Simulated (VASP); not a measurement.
# AlGa5P6 (P-4m2) in VASP: single point with r2SCAN

Aim: the single point of AlGa5P6 with r2SCAN.

Program: VASP 6.6.1. These are calculated values, not measurements. Logs are shortened: lines on timing, memory, paths and dates and some standing lists are left out, and cuts for length are marked.

**1. The cell of the first run**

The structure is tetragonal, space group P-4m2 (No. 115). Conventional cell: a = 3.895 Å, b = 3.895 Å, c = 16.511 Å, α = 90.00°, β = 90.00°, γ = 90.00°. Within 3.1 Å of Al (site symmetry -4m2) lie 4 P at 2.38 Å. Within 3.1 Å of Ga (site symmetry -4m2) lie 4 P at 2.38 Å. Ga (site symmetry 2mm) has 4 P at 2.38 Å within 3.1 Å. Ga (site symmetry 2mm) has 4 P at 2.38 to 2.39 Å within 3.1 Å. Within 3.1 Å of P (site symmetry 2mm) lie 4 Ga at 2.38 Å. Within 3.1 Å of P (site symmetry 2mm) lie 2 Al at 2.38 Å and 2 Ga at 2.39 Å. Within 3.1 Å of P (site symmetry 2mm) lie 4 Ga at 2.38 Å.

**2. Single point, r2SCAN**

POSCAR reads:

```
AlGa5P6
1.0
    3.8945814369      0.0000000000      0.0000000000
    0.0000000000      3.8945814369      0.0000000000
    0.0000000000      0.0000000000     16.5109217567
Al Ga P
1 5 6
Direct
    0.5000000000      0.5000000000      0.5000000000
    0.0000000000      0.0000000000      0.0000000000
    0.5000000000      0.5000000000      0.1666598796
    0.0000000000      0.0000000000      0.3333130618
    0.0000000000      0.0000000000      0.6666869382
    0.5000000000      0.5000000000      0.8333401204
    0.5000000000      0.0000000000      0.2499614398
    0.0000000000      0.5000000000      0.4170351668
    0.5000000000      0.0000000000      0.5829648332
    0.0000000000      0.5000000000      0.7500385602
    0.5000000000      0.0000000000      0.9166687453
    0.0000000000      0.5000000000      0.0833312547
```

INCAR.step1 reads:

```
PREC = Accurate
ENCUT = 520
ISMEAR = 0
SIGMA = 0.02
LREAL = F
LASPH = T
NELM = 100
NBANDS = 61
GGA = PE
ALGO = Normal
EDIFF = 1E-4
LWAVE = T
LCHARG = F
```

INCAR.step2 reads:

```
PREC = Accurate
ENCUT = 520
EDIFF = 1E-7
ISMEAR = 0
SIGMA = 0.02
LREAL = F
LASPH = T
NELM = 100
ALGO = Normal
ISIF = 2
LWAVE = F
LCHARG = F
METAGGA = R2SCAN
LMIXTAU = T
NBANDS = 61
ISTART = 1
```

KPOINTS reads:

```
Automatic mesh
0
Gamma
  8 8 2
```

Potentials or basis: VASP PAW PBE potentials, release 64 (Al, Ga_d, P).

Command:

```bash
> cat potpaw_PBE.64/Al/POTCAR potpaw_PBE.64/Ga_d/POTCAR potpaw_PBE.64/P/POTCAR > POTCAR
> cp INCAR.step1 INCAR
> mpirun -np 1 vasp_std > vasp.out
> cp INCAR.step2 INCAR
> mpirun -np 1 vasp_std > vasp.out
```

OUTCAR:

```text
PREC = Accurate
   ENCUT = 520
   EDIFF = 1E-7
   ISMEAR = 0
   LREAL = F
   LASPH = T
   NELM = 100
   ISIF = 2
   METAGGA = R2SCAN
   ISTART = 1

 ion  position               nearest neighbor table
   1  0.500  0.500  0.500-   8 2.38   9 2.38   9 2.38   8 2.38
   2  0.000  0.000  0.000-  11 2.38  12 2.38  12 2.38  11 2.38
   3  0.500  0.500  0.167-   7 2.38   7 2.38  12 2.38  12 2.38
   4  0.000  0.000  0.333-   7 2.38   7 2.38   8 2.39   8 2.39
   5  0.000  0.000  0.667-  10 2.38  10 2.38   9 2.39   9 2.39
   6  0.500  0.500  0.833-  10 2.38  10 2.38  11 2.38  11 2.38
   7  0.500  0.000  0.250-   3 2.38   3 2.38   4 2.38   4 2.38
   8  0.000  0.500  0.417-   1 2.38   1 2.38   4 2.39   4 2.39
   9  0.500  0.000  0.583-   1 2.38   1 2.38   5 2.39   5 2.39
  10  0.000  0.500  0.750-   6 2.38   6 2.38   5 2.38   5 2.38
  11  0.500  0.000  0.917-   6 2.38   6 2.38   2 2.38   2 2.38
  12  0.000  0.500  0.083-   3 2.38   3 2.38   2 2.38   2 2.38

  LATTYP: Found a simple tetragonal cell.
 ALAT       =     3.8945814369
 C/A-ratio  =     4.2394598814

  Lattice vectors:

 A1 = (   3.8945814369,   0.0000000000,   0.0000000000)
 A2 = (   0.0000000000,   3.8945814369,   0.0000000000)
 A3 = (   0.0000000000,   0.0000000000,  16.5109217567)

Analysis of symmetry for initial positions (statically):
=====================================================================
 Subroutine PRICEL returns:
 Original cell was already a primitive cell.

 Routine SETGRP: Setting up the symmetry group for a
 simple tetragonal supercell.

 Subroutine GETGRP returns: Found  8 space group operations
 (whereof  8 operations were pure point group operations)
 out of a pool of 16 trial point group operations.

The static configuration has the point symmetry D_2d.

Analysis of symmetry for dynamics (positions and initial velocities):
=====================================================================
 Subroutine PRICEL returns:
 Original cell was already a primitive cell.

 Routine SETGRP: Setting up the symmetry group for a
 simple tetragonal supercell.

 Subroutine GETGRP returns: Found  8 space group operations
 (whereof  8 operations were pure point group operations)
 out of a pool of 16 trial point group operations.

The dynamic configuration has the point symmetry D_2d.

 Subroutine INISYM returns: Found  8 space group operations
 (whereof  8 operations are pure point group operations),
 and found     1 'primitive' translations

----------------------------------------------------------------------------------------

                                     Primitive cell

  volume of cell :     250.4338

  direct lattice vectors                    reciprocal lattice vectors
     3.894581437  0.000000000  0.000000000     0.256767002  0.000000000  0.000000000
     0.000000000  3.894581437  0.000000000     0.000000000  0.256767002  0.000000000
     0.000000000  0.000000000 16.510921757     0.000000000  0.000000000  0.060565970

  length of vectors
     3.894581437  3.894581437 16.510921757     0.256767002  0.256767002  0.060565970

  position of ions in fractional coordinates (direct lattice)
     0.500000000  0.500000000  0.500000000
     0.000000000  0.000000000  0.000000000
     0.500000000  0.500000000  0.166659880
     0.000000000  0.000000000  0.333313062
     0.000000000  0.000000000  0.666686938
     0.500000000  0.500000000  0.833340120
     0.500000000  0.000000000  0.249961440
     0.000000000  0.500000000  0.417035167
     0.500000000  0.000000000  0.582964833
     0.000000000  0.500000000  0.750038560
     0.500000000  0.000000000  0.916668745
     0.000000000  0.500000000  0.083331255

  ion indices of the primitive-cell ions
   primitive index   ion index
                 1           1
                 2           2
                 3           3
                 4           4
                 5           5
                 6           6
                 7           7
                 8           8
                 9           9
                10          10
                11          11
                12          12

----------------------------------------------------------------------------------------

 KPOINTS: Automatic mesh

Automatic generation of k-mesh.
 Grid dimensions read from file:
 generate k-points for:    8    8    2

 Generating k-lattice:

  Cartesian coordinates                     Fractional coordinates (reciprocal lattice)
     0.032095875  0.000000000  0.000000000     0.125000000  0.000000000  0.000000000
     0.000000000  0.032095875  0.000000000     0.000000000  0.125000000  0.000000000
     0.000000000  0.000000000  0.030282985     0.000000000  0.000000000  0.500000000

  Length of vectors
     0.032095875  0.032095875  0.030282985

  Shift w.r.t. Gamma in fractional coordinates (k-lattice)
     0.000000000  0.000000000  0.000000000

 Subroutine IBZKPT returns following result:
 ===========================================

 Found     30 irreducible k-points:

 Following reciprocal coordinates:
            Coordinates               Weight
  0.000000  0.000000  0.000000      1.000000
  0.125000  0.000000  0.000000      4.000000
  0.250000  0.000000  0.000000      4.000000
  0.375000  0.000000  0.000000      4.000000
  0.500000  0.000000  0.000000      2.000000
  0.125000  0.125000  0.000000      4.000000
[... 16 lines left out ...]
  0.375000  0.125000  0.500000      8.000000
  0.500000  0.125000  0.500000      4.000000
 [... further k-points ...]
   k-points           NKPTS =     30   k-points in BZ     NKDIM =     30   number of bands    NBANDS=     61
   number of dos      NEDOS =    301   number of ions     NIONS =     12
   total plane-waves  NPLWV = 113400
   dimension x,y,z NGX =    30 NGY =   30 NGZ =  126
   dimension x,y,z NGXF=    60 NGYF=   60 NGZF=  252
   ions per type =               1   5   6
   NGX,Y,Z   is equivalent  to a cutoff of  12.81, 12.81, 12.69 a.u.
   NGXF,Y,Z  is equivalent  to a cutoff of  25.61, 25.61, 25.37 a.u.
 SYSTEM =  unknown system
   PREC   = accura    normal or accurate (medium, high low for compatibility)
   ISTART =      1    job   : 0-new  1-cont  2-samecut
   ICHARG =      0    charge: 1-file 2-atom 10-const
   ISPIN  =      1    spin polarized calculation?
   LNONCOLLINEAR =      F non collinear calculations
   LSORBIT =      F    spin-orbit coupling
   LASPH  =      T    aspherical Exc in radial PAW
   ENCUT  =  520.0 eV  38.22 Ry    6.18 a.u.   7.24  7.24 30.70*2*pi/ulx,y,z
   NELM   =    100;   NELMIN=  2; NELMDL=  0     # of ELM steps
   EDIFF  = 0.1E-06   stopping-criterion for ELM
   LREAL  =      F    real-space projection
   EDIFFG = 0.1E-05   stopping-criterion for IOM
   NSW    =      0    number of steps for IOM
   IBRION =     -1    ionic relax: 0-MD 1-quasi-New 2-CG
   NFREE  =      0    steps in history (QN), initial steepest desc. (CG)
   ISIF   =      2    stress and relaxation
   ISYM   =      2    0-nonsym 1-usesym 2-fastsym
   POTIM  = 0.5000    time-step for ionic-motion
   TEBEG  =    0.0;   TEEND  =   0.0 temperature during run
   PSTRESS=    0.0 pullay stress
   NELECT =      98.0000    total number of electrons
   NUPDOWN=      -1.0000    fix difference up-down
   EMIN   =  10.00;   EMAX   =-10.00  energy-range for DOS
   EFERMI =   0.00;   METHOD = LEGACY
   ISMEAR =     0;   SIGMA  =   0.02  broadening in eV -4-tet -1-fermi 0-gaus
   EFERMI_NEDOS =   21; number of points for ismear=-14 and -15
   IALGO  =     38    algorithm
   IMIX   =      4    mixing-type and parameters
     AMIX     =   0.40;   BMIX     =  1.00
     AMIX_MAG =   1.60;   BMIX_MAG =  1.00
  volume/ion in A,a.u.               =      20.87       140.83
  Fermi-wavevector in a.u.,A,eV,Ry     =   1.197437  2.262827 19.508776  1.433855
  Thomas-Fermi vector in A             =   2.333352
   LORBIT       =      0    0 simple, 1 ext, 2 COOP (PROOUT), +10 PAW based schemes
   METAGGA = R2SCAN    functional components
   LHFCALC =     F    Hartree Fock is set to
   AEXX    =    0.0000 exact exchange contribution
   IVDW    =     0    specifies the selected vdW correction
   LEPSILON=     F    determine dielectric tensor
   LRPA    =     F    only Hartree local field effects (RPA)
 non-spin polarized calculation
 Gauss-broadening in eV      SIGMA  =   0.02
  energy-cutoff  :      520.00
  volume of cell :      250.43
 maximum number of plane-waves:      6812
 NGX is ok and might be reduce to    30
   NGX = 15   NGY = 15   NGZ = 61

 number of electron      97.9999957 magnetization

 Free energy of the ion-electron system (eV)
  ---------------------------------------------------
  ext. energy  EPLUGINS =         0.00000000
  ---------------------------------------------------
  free energy    TOTEN  =      -124.46465783 eV

  energy without entropy =     -124.46465783  energy(sigma->0) =     -124.46465783

 E-fermi :   4.2575     XC(G=0): -10.2557

 val. band max:        4.1610377683   @ k =   0.0000   0.0000   0.0000
 cond. band min:       6.0288818726   @ k =   0.0000   0.0000   0.5000
 fundamental gap:      1.8678441044
 Fermi energy:         4.2575315013

 k-point     1 :       0.0000    0.0000    0.0000
  band No.  band energies     occupation
      1     -10.8175      2.00000
      2     -10.8060      2.00000
      3     -10.7787      2.00000
      4     -10.7461      2.00000
      5     -10.7146      2.00000
      6     -10.7046      2.00000
[... 53 lines left out ...]
     60       8.4843      0.00000
     61       8.5002      0.00000

 k-point     2 :       0.1250    0.0000    0.0000
  band No.  band energies     occupation
      1     -10.8134      2.00000
      2     -10.8029      2.00000
      3     -10.7772      2.00000
      4     -10.7464      2.00000
      5     -10.7183      2.00000
      6     -10.7128      2.00000
[... 1406 lines left out ...]
      5     -10.7600      2.00000
      6     -10.7297      2.00000
[... 53 lines left out ...]
     60       9.0355      0.00000
     61       9.0885      0.00000

 [... further k-points ...]

------------------------ aborting loop because EDIFF is reached ----------------------------------------

  FORCE on cell =-STRESS in cart. coord.  units (eV):
  Direction    XX          YY          ZZ          XY          YZ          ZX
  --------------------------------------------------------------------------------------
  -------------------------------------------------------------------------------------
  Total       -3.6325832     -3.6325832     -3.6406800      0.0000000      0.0000000     -0.0000000
  in kB      -23.2398467    -23.2398467    -23.2916463      0.0000000      0.0000000     -0.0000000
  external PRESSURE =     -23.2571133 kB  Pullay stress =       0.0000000 kB

 VOLUME and BASIS-vectors are now :
 -----------------------------------------------------------------------------
  energy-cutoff  :      520.00
  volume of cell :      250.43
      direct lattice vectors                 reciprocal lattice vectors
     3.894581437  0.000000000  0.000000000     0.256767002  0.000000000  0.000000000
     0.000000000  3.894581437  0.000000000     0.000000000  0.256767002  0.000000000
     0.000000000  0.000000000 16.510921757     0.000000000  0.000000000  0.060565970

 POSITION                                       TOTAL-FORCE (eV/Angst)
 -----------------------------------------------------------------------------------
      1.94729      1.94729      8.25546         0.000000      0.000000      0.000000
      0.00000      0.00000      0.00000        -0.000000      0.000000      0.000000
      1.94729      1.94729      2.75171         0.000000     -0.000000     -0.000188
      0.00000      0.00000      5.50331        -0.000000      0.000000     -0.010490
      0.00000      0.00000     11.00762        -0.000000      0.000000      0.010490
      1.94729      1.94729     13.75921         0.000000     -0.000000      0.000188
      1.94729      0.00000      4.12709         0.000000      0.000000     -0.000670
      0.00000      1.94729      6.88564         0.000000      0.000000     -0.049877
      1.94729      0.00000      9.62529         0.000000      0.000000      0.049877
      0.00000      1.94729     12.38383         0.000000      0.000000      0.000670
      1.94729      0.00000     15.13505         0.000000      0.000000      0.000273
      0.00000      1.94729      1.37588         0.000000      0.000000     -0.000273
 -----------------------------------------------------------------------------------
    total drift:                               -0.000000      0.000000      0.000000

  FREE ENERGIE OF THE ION-ELECTRON SYSTEM (eV)
  ---------------------------------------------------
  free  energy   TOTEN  =      -124.4646578307 eV

  energy  without entropy=     -124.4646578307  energy(sigma->0) =     -124.46465783
```

Wall time 42 min (1 thread of Oxide Virtual Turin-like, shared host); peak memory 0.56 GiB.

What came out:

| Property | Result |
| --- | --- |
| Free energy | -124.4647 eV |
| Pressure | -2.3 GPa |
| Largest force | 0.050 eV/Å |
| Band gap on the k mesh | 1.87 eV (least direct gap 1.93 eV) |

Forces in eV/Å, atoms in the order of the input:
```
Al   0.000  0.000  0.000
Ga   0.000  0.000  0.000
Ga   0.000  0.000  0.000
Ga   0.000  0.000 -0.010
Ga   0.000  0.000  0.010
Ga   0.000  0.000  0.000
P    0.000  0.000 -0.001
P    0.000  0.000 -0.050
P    0.000  0.000  0.050
P    0.000  0.000  0.001
P    0.000  0.000  0.000
P    0.000  0.000  0.000
```

Levels at points of the mesh, in eV from the valence-band top:
```csv
k point,band 46,band 47,band 48,band 49,band 50,band 51,band 52,band 53
"(0.00, 0.00, 0.00)",-0.90,-0.01,0.00,0.00,1.93,2.09,2.11,2.16
"(0.50, 0.00, 0.00)",-1.11,-1.08,-1.07,-1.07,2.48,2.55,2.57,2.98
"(0.50, 0.50, 0.00)",-2.60,-2.60,-2.60,-2.59,1.95,1.95,2.05,2.38
"(0.00, 0.00, 0.50)",-0.38,-0.38,-0.24,-0.24,1.87,2.00,2.48,2.53
"(0.50, 0.00, 0.50)",-1.08,-1.07,-1.05,-1.05,1.96,2.25,3.29,3.32
"(0.50, 0.50, 0.50)",-2.82,-2.82,-2.78,-2.78,2.39,2.39,2.48,2.58
```

Caveat: the PAW data sets were made with another functional, which shifts forces and pressure a little. A k mesh can miss the band edges.
